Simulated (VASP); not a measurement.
A run of VASP 6.6.1 is set up as follows.

INCAR

```
PREC     = Accurate       # precision mode
ENCUT    = 500            # plane-wave cutoff, eV
EDIFF    = 1E-7           # SCF threshold, eV
ISMEAR   = 0              # smearing method
SIGMA    = 0.02           # smearing width, eV
LREAL    = F              # projectors in reciprocal space
LASPH    = T              # aspherical terms in the spheres
NELM     = 120            # most SCF steps
ALGO     = Normal         # electronic algorithm
ISIF     = 3              # what is computed and relaxed
LWAVE    = F              # write WAVECAR
LCHARG   = F              # write CHGCAR
GGA      = PS             # functional
IBRION   = 2              # ionic algorithm
NSW      = 80             # ionic steps
EDIFFG   = -0.01          # ionic threshold
GGA_COMPAT= F            
NELMIN   = 4
```

Contents of KPOINTS:

```
Automatic mesh
0
Gamma
  8 8 8
```

File POSCAR:

```
SnSe
1.0
    0.0000000000      2.8639050171      2.8639050171
    2.8639050171      0.0000000000      2.8639050171
    2.8639050171      2.8639050171      0.0000000000
Sn Se
1 1
Direct
    0.0000000000      0.0000000000      0.0000000000
    0.5000000000      0.5000000000      0.5000000000
```

Potentials or basis: VASP PAW PBE potentials, release 64 (Sn_d, Se).

Command:

```sh
$ cat potpaw_PBE.64/Sn_d/POTCAR potpaw_PBE.64/Se/POTCAR > POTCAR
$ mpirun -np 1 vasp_std > vasp.out
```

Question: Estimate the band gap on the k mesh.

Answer: 0.75 eV (least direct gap 0.82 eV).

Question: What does it give for the space group after relaxing (to 0.1 Å)?

Answer: Fm-3m (No. 225).

Step by step:
```tsv
step	energy change (eV)	largest force (eV/Å)	pressure (GPa)	volume (Å³)
1	0.0000	0.0000	8.09	46.98
2	-0.1019	0.0000	-2.70	55.51
3	-0.1279	0.0000	0.01	52.57
```

Caveat: semilocal functionals underestimate gaps, and a narrow one can read as zero; the PAW data sets were made with another functional, which shifts forces and pressure a little; spin-orbit coupling is left out, which moves the levels of the heavy elements. Zero-point motion and thermal expansion aren't in these numbers.
